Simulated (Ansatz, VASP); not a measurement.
## One calculation of In4SbAs3, two programs

```
CELL_PARAMETERS angstrom
6.22540 0.00000 0.00000
0.00000 6.22540 0.00000
0.00000 0.00000 6.22540
ATOMIC_POSITIONS crystal
As 0.50000 0.00000 0.00000
As 0.00000 0.50000 0.00000
As 0.00000 0.00000 0.50000
In 0.24186 0.75814 0.75814
In 0.75814 0.24186 0.75814
In 0.75814 0.75814 0.24186
In 0.24186 0.24186 0.24186
Sb 0.50000 0.50000 0.50000
```

Alike in both runs: task single point; functional PBE; k mesh 4 × 4 × 4; occupations fermi-dirac, width 0.02 eV; no spin polarisation.

|  | VASP | Ansatz |
| --- | --- | --- |
| version | VASP 6.6.1 | Ansatz 0.2.0 |
| potentials or method | VASP PAW PBE potentials, release 64 (As, In_d, Sb) | plane waves, PAW |
| plane-wave cutoff (eV) | 520 | 420 |
| valence electrons in the cell | 72 | 112 |

|  | VASP | Ansatz | Ansatz less VASP |
| --- | --- | --- | --- |
| pressure (GPa) | 1.8 | 1.8 | -0.03 |
| rms of the force components (eV/Å) | 0.000 | 0.004 | +0.0035 |

VASP's potentials hold 72 valence electrons a cell and Ansatz's 112, so a difference there can come from the potentials and not from the codes.

Neither program's run includes spin-orbit coupling.
